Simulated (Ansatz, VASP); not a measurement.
O in VASP and in Ansatz

File INCAR:

```
SYSTEM = O
ALGO     = Normal         ! electronic algorithm
EDIFF    = 1E-7           ! SCF threshold, eV
EDIFFG   = -0.3           ! ionic threshold
ENCUT    = 520            ! plane-wave cutoff, eV
GGA      = PE             ! functional
IBRION   = 2              ! ionic algorithm
ISIF     = 2              ! what is computed and relaxed
ISMEAR   = -1             ! smearing method
ISPIN    = 2              ! spin polarisation
LASPH    = .True.         ! aspherical terms in the spheres
LCHARG   = .False.        ! write CHGCAR
LORBIT   = 11             ! projections on sites
LREAL    = .False.        ! projectors in reciprocal space
LWAVE    = .False.        ! write WAVECAR
MAGMOM   = 1 1 1 1 1 1 1 1 1 1 1 1 ! initial moments
NELM     = 150            ! most SCF steps
NSW      = 35             ! ionic steps
PREC     = Accurate       ! precision mode
SIGMA    = 0.02           ! smearing width, eV
```

Contents of KPOINTS:

```
k-points
0
Gamma
  1 1 1
  0 0 0
```

Contents of POSCAR:

```
O
1.0
    7.1569970000      0.0000000000      0.0000000000
    0.0000000000      7.1569970000      0.0000000000
    0.0000000000      0.0000000000      7.1569970000
O
12
Direct
   -0.0339610000      0.7163448000      0.4782870000
    0.1027994000      0.8046769000      0.4166340000
    0.7463921000      0.0150917000      0.4250930000
    0.8391820000      0.1558869000      0.4683803000
    0.2377993000      0.6448678000      0.1256455000
    0.1854111000      0.7249979000     -0.0197563000
    0.5359366000      0.6177853000      0.8078700000
    0.4823918000      0.5144002000      0.6784423000
    0.3314428000      0.1969580000      0.6444589000
    0.2761403000      0.1356428000      0.7977205000
    0.8406248000      0.8176093000      0.0974196000
    0.8351487000      0.8520441000     -0.0731421000
```

Input for Ansatz:

```yaml
accuracy: low
crystal:
  lattice:
    - [7.156997, 0.0, 0.0]
    - [0.0, 7.156997, 0.0]
    - [0.0, 0.0, 7.156997]
  atoms:
    - { symbol: O, position: [-0.033961, 0.7163448, 0.478287], spin: 1.0 }
    - { symbol: O, position: [0.1027994, 0.8046769, 0.416634], spin: 1.0 }
    - { symbol: O, position: [0.7463921, 0.0150917, 0.425093], spin: 1.0 }
    - { symbol: O, position: [0.839182, 0.1558869, 0.4683803], spin: 1.0 }
    - { symbol: O, position: [0.2377993, 0.6448678, 0.1256455], spin: 1.0 }
    - { symbol: O, position: [0.1854111, 0.7249979, -0.0197563], spin: 1.0 }
    - { symbol: O, position: [0.5359366, 0.6177853, 0.80787], spin: 1.0 }
    - { symbol: O, position: [0.4823918, 0.5144002, 0.6784423], spin: 1.0 }
    - { symbol: O, position: [0.3314428, 0.196958, 0.6444589], spin: 1.0 }
    - { symbol: O, position: [0.2761403, 0.1356428, 0.7977205], spin: 1.0 }
    - { symbol: O, position: [0.8406248, 0.8176093, 0.0974196], spin: 1.0 }
    - { symbol: O, position: [0.8351487, 0.8520441, -0.0731421], spin: 1.0 }
magnetization:
  spin_polarized: true
basis:
  ecutwfc: 420.0
kpoints:
  mp_grid: { grid: [1, 1, 1] }
hamiltonian:
  xc: pbe
scf:
  occupations: { method: fermi_dirac, width: 0.02 }
  lower_state_search: "off"
relax:
  f_tol: 0.3
  max_steps: 15
  adjacent_minimum: "off"
output:
  write_density: true
  write_potential: true
  elf: true
  volumetric_format: npy
```

Alike in both runs: task relaxation of the atoms; functional PBE; k mesh 1 × 1 × 1; occupations fermi-dirac, width 0.02 eV; collinear spin.

|  | VASP | Ansatz |
| --- | --- | --- |
| version | VASP 6.6.1 | Ansatz 0.2.0 |
| potentials or method | VASP PAW PBE potentials, release 64 (O), cutoff 520 eV | scalar-relativistic, plane waves, PAW |
| valence electrons in the cell | 72 | 72 |

```tsv
	VASP	Ansatz	Ansatz less VASP
gap on the k mesh at the Fermi level, each at its own relaxed structure (eV)	1.69	1.89	+0.193
net moment per atom (μB)	1.00	1.00	0.000
size of the moment on the site where the two differ most (μB)	0.82	0.56	-0.257
```

Site moments also hang on the region over which each program counts them. Ansatz's warnings: xc potential rough in thin density.

Noted on VASP's run: the standard files for N, O and F lose accuracy on very short bonds.
